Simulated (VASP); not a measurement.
# Ge (Cmcm) in VASP: notebook

Aim: see how the results for Ge move with the level of theory and the settings. Levels: BLYP+D3(BJ), BLYP+D4, PBEsol, PBE. Tasks: relaxation of cell and atoms, single point.

Program: VASP 6.6.1. These are calculated values, not measurements. Logs are shortened: lines on timing, memory, paths and dates and some standing lists are left out, and cuts for length are marked.

**1. The cell of the first run**

Symmetry: Cmcm, No. 63, orthorhombic system. Conventional cell: a = 2.976 Å, b = 5.189 Å, c = 4.728 Å, α = 90.00°, β = 90.00°, γ = 90.00°. Ge (site symmetry m2m) has 12 Ge at 2.92 to 2.99 Å within 3.9 Å.

This isn't the form of Ge at room conditions, which is diamond.

**2. Relaxation of cell and atoms, BLYP+D3(BJ)**

File INCAR:

```
SYSTEM = Ge
AGGAC = 1.0 ; AGGAX = 1.0
ALDAC = 0.0 ; ALDAX = 1.0
ALGO = Normal ; EDIFF = 1E-7
EDIFFG = -0.01 ; ENCUT = 600
GGA = B5 ; IBRION = 2
ISIF = 3 ; ISMEAR = -1
IVDW = 12 ; LASPH = .TRUE.
LCHARG = .FALSE. ; LREAL = .FALSE.
LWAVE = .FALSE. ; NELM = 100
NSW = 60 ; PREC = Accurate
SIGMA = 0.05 ; VDW_A1 = 0.4298
VDW_A2 = 4.2359 ; VDW_S6 = 1.0
VDW_S8 = 2.6996
```

File KPOINTS:

```
k-points
0
G
  10 10 6
  0 0 0
```

File POSCAR:

```
Ge
1.0
    1.4880529250     -2.5946896100      0.0000000000
    1.4880529250      2.5946896100      0.0000000000
    0.0000000000      0.0000000000      4.7275957900
Ge
2
Direct
    0.3334466300      0.6665533700      0.2500000000
    0.6665533700      0.3334466300      0.7500000000
```

Potentials or basis: VASP PAW PBE potentials, release 64 (Ge_d).

On the command line:

```sh
cat potpaw_PBE.64/Ge_d/POTCAR > POTCAR
mpirun -np 1 vasp_std > vasp.out
```

OUTCAR:

```text
SYSTEM = Ge
   EDIFF = 1E-7
   EDIFFG = -0.01
   ENCUT = 600
   GGA = B5
   IBRION = 2
   ISIF = 3
   ISMEAR = -1
   IVDW = 12
   LASPH = .TRUE.
   LREAL = .FALSE.
   NELM = 100
   NSW = 60
   PREC = Accurate
 IVDW          = 12

 ion  position               nearest neighbor table
   1  0.333  0.667  0.250-
   2  0.667  0.333  0.750-

  LATTYP: Found a base centered orthorhombic cell.
 ALAT       =     2.9761058500
 B/A-ratio  =     1.7436809984
 C/A-ratio  =     1.5885173540

  Lattice vectors:

 A1 = (   1.4880529250,  -2.5946896100,   0.0000000000)
 A2 = (   1.4880529250,   2.5946896100,   0.0000000000)
 A3 = (   0.0000000000,   0.0000000000,   4.7275957900)

Analysis of symmetry for initial positions (statically):
=====================================================================
 Subroutine PRICEL returns:
 Original cell was already a primitive cell.

 Routine SETGRP: Setting up the symmetry group for a
 base centered orthorhombic supercell.

 Subroutine GETGRP returns: Found  8 space group operations
 (whereof  4 operations were pure point group operations)
 out of a pool of  8 trial point group operations.

The static configuration has the point symmetry C_2h.
 The point group associated with its full space group is D_2h.

Analysis of symmetry for dynamics (positions and initial velocities):
=====================================================================
 Subroutine PRICEL returns:
 Original cell was already a primitive cell.

 Routine SETGRP: Setting up the symmetry group for a
 base centered orthorhombic supercell.

 Subroutine GETGRP returns: Found  8 space group operations
 (whereof  4 operations were pure point group operations)
 out of a pool of  8 trial point group operations.

The dynamic configuration has the point symmetry C_2h.
 The point group associated with its full space group is D_2h.

 Subroutine INISYM returns: Found  8 space group operations
 (whereof  4 operations are pure point group operations),
 and found     1 'primitive' translations

----------------------------------------------------------------------------------------

                                     Primitive cell

  volume of cell :      36.5068

  direct lattice vectors                    reciprocal lattice vectors
     1.488052925 -2.594689610  0.000000000     0.336009554 -0.192701277  0.000000000
     1.488052925  2.594689610  0.000000000     0.336009554  0.192701277  0.000000000
     0.000000000  0.000000000  4.727595790     0.000000000  0.000000000  0.211524006

  length of vectors
     2.991106096  2.991106096  4.727595790     0.387345069  0.387345069  0.211524006

  position of ions in fractional coordinates (direct lattice)
     0.333446630  0.666553370  0.250000000
     0.666553370  0.333446630  0.750000000

  ion indices of the primitive-cell ions
   primitive index   ion index
                 1           1
                 2           2

----------------------------------------------------------------------------------------

 KPOINTS: k-points

Automatic generation of k-mesh.
 Grid dimensions read from file:
 generate k-points for:   10   10    6

 Generating k-lattice:

  Cartesian coordinates                     Fractional coordinates (reciprocal lattice)
     0.033600955 -0.019270128  0.000000000     0.100000000 -0.000000000  0.000000000
     0.033600955  0.019270128  0.000000000    -0.000000000  0.100000000  0.000000000
     0.000000000  0.000000000  0.035254001     0.000000000  0.000000000  0.166666667

  Length of vectors
     0.038734507  0.038734507  0.035254001

  Shift w.r.t. Gamma in fractional coordinates (k-lattice)
     0.000000000  0.000000000  0.000000000

 Subroutine IBZKPT returns following result:
 ===========================================

 Found    124 irreducible k-points:

 Following reciprocal coordinates:
            Coordinates               Weight
  0.000000  0.000000  0.000000      1.000000
  0.100000  0.000000  0.000000      4.000000
  0.200000  0.000000  0.000000      4.000000
  0.300000 -0.000000  0.000000      4.000000
  0.400000 -0.000000  0.000000      4.000000
  0.500000 -0.000000  0.000000      2.000000
[... 16 lines left out ...]
  0.300000  0.300000  0.000000      2.000000
  0.400000  0.300000  0.000000      4.000000
 [... further k-points ...]
   k-points           NKPTS =    124   k-points in BZ     NKDIM =    124   number of bands    NBANDS=     18
   number of dos      NEDOS =    301   number of ions     NIONS =      2
   total plane-waves  NPLWV =  23040
   dimension x,y,z NGX =    24 NGY =   24 NGZ =   40
   dimension x,y,z NGXF=    48 NGYF=   48 NGZF=   80
   ions per type =               2
   NGX,Y,Z   is equivalent  to a cutoff of  13.34, 13.34, 14.07 a.u.
   NGXF,Y,Z  is equivalent  to a cutoff of  26.68, 26.68, 28.13 a.u.
 SYSTEM =  Ge
   PREC   = accura    normal or accurate (medium, high low for compatibility)
   ISTART =      0    job   : 0-new  1-cont  2-samecut
   ICHARG =      2    charge: 1-file 2-atom 10-const
   ISPIN  =      1    spin polarized calculation?
   LNONCOLLINEAR =      F non collinear calculations
   LSORBIT =      F    spin-orbit coupling
   LASPH  =      T    aspherical Exc in radial PAW
   ENCUT  =  600.0 eV  44.10 Ry    6.64 a.u.   5.97  5.97  9.44*2*pi/ulx,y,z
   NELM   =    100;   NELMIN=  2; NELMDL= -5     # of ELM steps
   EDIFF  = 0.1E-06   stopping-criterion for ELM
   LREAL  =      F    real-space projection
   EDIFFG = -.1E-01   stopping-criterion for IOM
   NSW    =     60    number of steps for IOM
   IBRION =      2    ionic relax: 0-MD 1-quasi-New 2-CG
   NFREE  =      1    steps in history (QN), initial steepest desc. (CG)
   ISIF   =      3    stress and relaxation
   ISYM   =      2    0-nonsym 1-usesym 2-fastsym
   POTIM  = 0.5000    time-step for ionic-motion
   TEBEG  =    0.0;   TEEND  =   0.0 temperature during run
   PSTRESS=    0.0 pullay stress
   NELECT =      28.0000    total number of electrons
   NUPDOWN=      -1.0000    fix difference up-down
   EMIN   =  10.00;   EMAX   =-10.00  energy-range for DOS
   EFERMI =   0.00;   METHOD = LEGACY
   ISMEAR =    -1;   SIGMA  =   0.05  broadening in eV -4-tet -1-fermi 0-gaus
   EFERMI_NEDOS =   21; number of points for ismear=-14 and -15
   IALGO  =     38    algorithm
   IMIX   =      4    mixing-type and parameters
     AMIX     =   0.40;   BMIX     =  1.00
     AMIX_MAG =   1.60;   BMIX_MAG =  1.00
  volume/ion in A,a.u.               =      18.25       123.18
  Fermi-wavevector in a.u.,A,eV,Ry     =   1.498544  2.831837 30.553703  2.245634
  Thomas-Fermi vector in A             =   2.610289
   LORBIT       =      0    0 simple, 1 ext, 2 COOP (PROOUT), +10 PAW based schemes
   GGA     = B5    functional components
   LHFCALC =     F    Hartree Fock is set to
   AEXX    =    0.0000 exact exchange contribution
   IVDW    =    12    specifies the selected vdW correction
   LEPSILON=     F    determine dielectric tensor
   LRPA    =     F    only Hartree local field effects (RPA)
 conjugate gradient relaxation of ions
 non-spin polarized calculation
  energy-cutoff  :      600.00
  volume of cell :       36.51
 maximum number of plane-waves:      1237
   NGX = 11   NGY = 11   NGZ = 19

--------------------------------------- Ionic step        1  -------------------------------------------

 number of electron      27.9999997 magnetization

 Free energy of the ion-electron system (eV)
  ---------------------------------------------------
  ext. energy  EPLUGINS =         0.00000000
  ---------------------------------------------------
  free energy    TOTEN  =        -6.46372692 eV

  energy without entropy =       -6.45560528  energy(sigma->0) =       -6.45966610

------------------------ aborting loop because EDIFF is reached ----------------------------------------

 Edisp (eV)   -1.66195

 E8    (eV) :    -1.2287

  FORCE on cell =-STRESS in cart. coord.  units (eV):
  Direction    XX          YY          ZZ          XY          YZ          ZX
  --------------------------------------------------------------------------------------
  -------------------------------------------------------------------------------------
  Total       0.69797     0.72096     1.31317     0.00000    -0.00000     0.00000
  in kB      30.63165    31.64097    57.63118     0.00000    -0.00000     0.00000
  external pressure =       39.97 kB  Pullay stress =        0.00 kB

 VOLUME and BASIS-vectors are now :
 -----------------------------------------------------------------------------
  energy-cutoff  :      600.00
  volume of cell :       36.51
      direct lattice vectors                 reciprocal lattice vectors
     1.488052925 -2.594689610  0.000000000     0.336009554 -0.192701277  0.000000000
     1.488052925  2.594689610  0.000000000     0.336009554  0.192701277  0.000000000
     0.000000000  0.000000000  4.727595790     0.000000000  0.000000000  0.211524006
[... 241 lines left out ...]
 POSITION                                       TOTAL-FORCE (eV/Angst)
 -----------------------------------------------------------------------------------
      1.50367      0.87404      1.22281         0.000000      0.000325      0.000000
      1.50367     -0.87404      3.66842         0.000000     -0.000325     -0.000000
 -----------------------------------------------------------------------------------
    total drift:                               -0.000000     -0.000000      0.000000

  FREE ENERGIE OF THE ION-ELECTRON SYSTEM (eV)
  ---------------------------------------------------
  free  energy   TOTEN  =        -8.1552831415 eV

  energy  without entropy=       -8.1474721275  energy(sigma->0) =       -8.15137763

--------------------------------------- Ionic step        8  -------------------------------------------

 number of electron      28.0000038 magnetization

 Free energy of the ion-electron system (eV)
  ---------------------------------------------------
  ext. energy  EPLUGINS =         0.00000000
  ---------------------------------------------------
  free energy    TOTEN  =        -6.58407561 eV

  energy without entropy =       -6.57624989  energy(sigma->0) =       -6.58016275

 E-fermi :   7.0053     XC(G=0): -10.5912

 val. band max:        6.9759897701   @ k =  -0.3000   0.2000   0.1667
 cond. band min:       7.0333619675   @ k =   0.2000   0.1000   0.1667
 fundamental gap:      0.0573721974
 Fermi energy:         7.0053432217

 k-point     1 :       0.0000    0.0000    0.0000
  band No.  band energies     occupation
      1     -17.7265      2.00000
      2     -17.7237      2.00000
      3     -17.7227      2.00000
      4     -17.7191      2.00000
      5     -17.7159      2.00000
      6     -17.7126      2.00000
[... 10 lines left out ...]
     17      15.2854      0.00000
     18      15.7468      0.00000
[... 463 lines left out ...]
 k-point    24 :       0.4000    0.3000    0.0000
  band No.  band energies     occupation
      1     -17.7517      2.00000
      2     -17.7118      2.00000
      3     -17.7095      2.00000
      4     -17.7035      2.00000
      5     -17.6915      2.00000
      6     -17.6788      2.00000
[... 10 lines left out ...]
     17       8.2105      0.00000
     18       8.7660      0.00000

 [... further k-points ...]

------------------------ aborting loop because EDIFF is reached ----------------------------------------

 Edisp (eV)   -1.57121

 E8    (eV) :    -1.1617

  FORCE on cell =-STRESS in cart. coord.  units (eV):
  Direction    XX          YY          ZZ          XY          YZ          ZX
  --------------------------------------------------------------------------------------
  -------------------------------------------------------------------------------------
  Total       0.00797     0.01463     0.01869     0.00000     0.00000     0.00000
  in kB       0.33116     0.60753     0.77616     0.00000     0.00000     0.00000
  external pressure =        0.57 kB  Pullay stress =        0.00 kB

 VOLUME and BASIS-vectors are now :
 -----------------------------------------------------------------------------
  energy-cutoff  :      600.00
  volume of cell :       38.58
      direct lattice vectors                 reciprocal lattice vectors
     1.503221078 -2.622757196 -0.000000000     0.332619072 -0.190639073 -0.000000000
     1.503221078  2.622757196  0.000000000     0.332619072  0.190639073  0.000000000
     0.000000000 -0.000000000  4.893206143     0.000000000 -0.000000000  0.204364985

 POSITION                                       TOTAL-FORCE (eV/Angst)
 -----------------------------------------------------------------------------------
      1.50322      0.87380      1.22330         0.000000      0.000308      0.000000
      1.50322     -0.87380      3.66990         0.000000     -0.000308     -0.000000
 -----------------------------------------------------------------------------------
    total drift:                               -0.000000     -0.000000      0.000000

  FREE ENERGIE OF THE ION-ELECTRON SYSTEM (eV)
  ---------------------------------------------------
  free  energy   TOTEN  =        -8.1552869545 eV

  energy  without entropy=       -8.1474612418  energy(sigma->0) =       -8.15137410

 reached required accuracy - stopping structural energy minimisation
```

It took 8 min on 1 thread of Intel Xeon 8259CL, shared host; peak memory 0.23 GiB.

Results:

```
Free energy                           : -8.1553 eV
Relaxed volume                        : 19.29 Å³/atom
Relaxed cell                          : a = 3.023 Å, b = 3.023 Å, c = 4.893 Å, α = 90.00°, β = 90.00°, γ = 120.36°
Space group after relaxing (to 0.1 Å) : P6_3/mmc (No. 194)
Energy gained by relaxing             : 14.8 meV/atom
Ionic steps                           : 8
Pressure after relaxing               : 0.1 GPa
Band gap on the k mesh                : zero (bands 14 and 15 overlap by 8.47 eV)
Dispersion energy per atom            : -0.786 eV
```

The path:
```csv
step,energy change (eV),largest force (eV/Å),pressure (GPa),volume (Å³)
1,0.0000,0.0008,4.00,36.51
2,-0.0285,0.0012,-0.27,38.96
3,-0.0287,0.0012,-0.32,38.85
4,-0.0287,0.0011,-0.18,38.74
5,-0.0287,0.0011,-0.03,38.70
6,-0.0294,0.0006,0.00,38.64
7,-0.0296,0.0003,0.07,38.59
8,-0.0296,0.0003,0.06,38.58
```

Final structure:
```
CELL_PARAMETERS angstrom
1.50322 -2.62276 0.00000
1.50322 2.62276 0.00000
0.00000 0.00000 4.89321
ATOMIC_POSITIONS crystal
Ge 0.33342 0.66658 0.25000
Ge 0.66658 0.33342 0.75000
```

Levels at points of the mesh, in eV from the Fermi level:
```tsv
k point	band 10	band 11	band 12	band 13	band 14	band 15	band 16	band 17	band 18
(0.00, 0.00, 0.00)	-24.64	-12.98	-7.88	-5.24	6.29	6.40	8.16	8.28	8.74
(0.50, 0.00, 0.00)	-24.64	-8.32	-6.94	-2.70	-1.54	-0.82	1.53	2.42	6.49
(0.50, 0.50, 0.00)	-24.64	-8.40	-6.98	-2.74	-1.57	-0.89	1.50	2.58	6.64
(0.00, 0.00, 0.50)	-24.66	-11.45	-11.45	1.26	1.26	7.26	7.26	7.38	7.38
(0.50, 0.00, 0.50)	-24.64	-7.09	-7.09	-4.61	-4.61	3.90	3.90	4.39	4.39
(0.50, 0.50, 0.50)	-24.64	-7.17	-7.17	-4.64	-4.64	4.06	4.06	4.39	4.39
```

Caveat: the PAW data sets were made with another functional, which shifts forces and pressure a little.

**3. Relaxation of cell and atoms, BLYP+D4**

File INCAR:

```
SYSTEM = Ge
PREC = Accurate
ENCUT = 600
EDIFF = 1E-6
ISMEAR = -1
SIGMA = 0.05
LREAL = .False.
LASPH = .True.
NELM = 60
ALGO = Normal
ISIF = 3
LWAVE = .False.
LCHARG = .False.
GGA = B5
ALDAX = 1.0
AGGAX = 1.0
AGGAC = 1.0
ALDAC = 0.0
IVDW = 13
VDW_S6 = 1.0
VDW_S8 = 2.34076671
VDW_A1 = 0.44488865
VDW_A2 = 4.0933009
IBRION = 2
NSW = 60
EDIFFG = -0.01
```

File KPOINTS:

```
Automatic mesh
0
Gamma
  10 10 6
  0 0 0
```

POSCAR is that of step 2.

Potentials or basis: VASP PAW PBE potentials, release 64 (Ge_d).

On the command line:

```sh
cat potpaw_PBE.64/Ge_d/POTCAR > POTCAR
mpirun -np 1 vasp_std > vasp.out
```

It took 14 min on 1 thread of Intel Xeon 8259CL, shared host; peak memory 0.23 GiB.

It converged, with:

```yaml
Free_energy: -8.2881 eV
Relaxed_volume: 20.94 Å³/atom
Relaxed_cell: a = 3.097 Å, b = 3.097 Å, c = 5.054 Å, α = 90.00°, β = 90.00°, γ = 120.26°
Space_group_after_relaxing_to_0.1_Å: P6_3/mmc (No. 194)
Energy_gained_by_relaxing: 163.8 meV/atom
Ionic_steps: 19
Pressure_after_relaxing: 0.0 GPa
Band_gap_on_the_k_mesh: zero (bands 14 and 15 overlap by 7.82 eV)
Dispersion_energy_per_atom: -0.813 eV
```

Stress tensor (GPa, compression positive):
```
 0.05  0.00  0.00
 0.00 -0.06  0.00
 0.00  0.00 -0.04
```

The path:
```
step  energy change (eV)  largest force (eV/Å)  pressure (GPa)  volume (Å³)
   1              0.0000                0.0007            5.00        36.51
   2             -0.0429                0.0015            0.40        39.59
   3             -0.0457                0.0008            2.74        39.96
   4             -0.1243                0.0111           41.15        40.68
   5             -0.3245                0.0036           -2.39        42.17
   6             -0.3262                0.0032           -1.82        42.05
   7             -0.3251                0.0007            4.01        41.71
   8             -0.3271                0.0026           -0.73        41.93
   9             -0.3269                0.0018            1.27        41.82
  10             -0.3245                0.0025           -2.62        42.16
  11             -0.3272                0.0027           -0.13        41.89
  12             -0.3272                0.0024           -0.03        41.89
  13             -0.3274                0.0020            0.05        41.87
  14             -0.3275                0.0019            0.38        41.85
  15             -0.3275                0.0017           -0.11        41.88
  16             -0.3275                0.0023            0.08        41.88
  17             -0.3275                0.0021            0.07        41.88
  18             -0.3275                0.0021            0.04        41.88
  19             -0.3275                0.0018           -0.02        41.88
```

Final structure:
```cif
data_structure
_symmetry_space_group_name_H-M 'P 1'
_symmetry_Int_Tables_number 1
_cell_length_a 3.0974
_cell_length_b 3.0974
_cell_length_c 5.0542
_cell_angle_alpha 90.000
_cell_angle_beta 90.000
_cell_angle_gamma 120.262
_cell_volume 41.88
loop_
_atom_site_label
_atom_site_type_symbol
_atom_site_fract_x
_atom_site_fract_y
_atom_site_fract_z
_atom_site_occupancy
Ge1 Ge 0.33337 0.66663 0.25000 1
Ge2 Ge 0.66663 0.33337 0.75000 1
```

Levels at points of the mesh, in eV from the Fermi level:
```tsv
k point	band 10	band 11	band 12	band 13	band 14	band 15	band 16	band 17	band 18
(0.00, 0.00, 0.00)	-24.66	-12.36	-7.86	-4.81	5.85	5.93	7.53	7.61	7.81
(0.50, 0.00, 0.00)	-24.65	-8.11	-6.74	-2.81	-1.54	-0.70	1.55	2.33	5.93
(0.50, 0.50, 0.00)	-24.65	-8.16	-6.77	-2.83	-1.55	-0.75	1.53	2.44	6.03
(0.00, 0.00, 0.50)	-24.68	-10.95	-10.95	1.00	1.00	6.71	6.71	6.78	6.78
(0.50, 0.00, 0.50)	-24.66	-7.05	-7.05	-4.23	-4.23	3.67	3.67	3.93	3.93
(0.50, 0.50, 0.50)	-24.66	-7.10	-7.10	-4.24	-4.24	3.78	3.78	3.93	3.93
```

Caveat: the PAW data sets were made with another functional, which shifts forces and pressure a little.

[end of part 1 of 3]
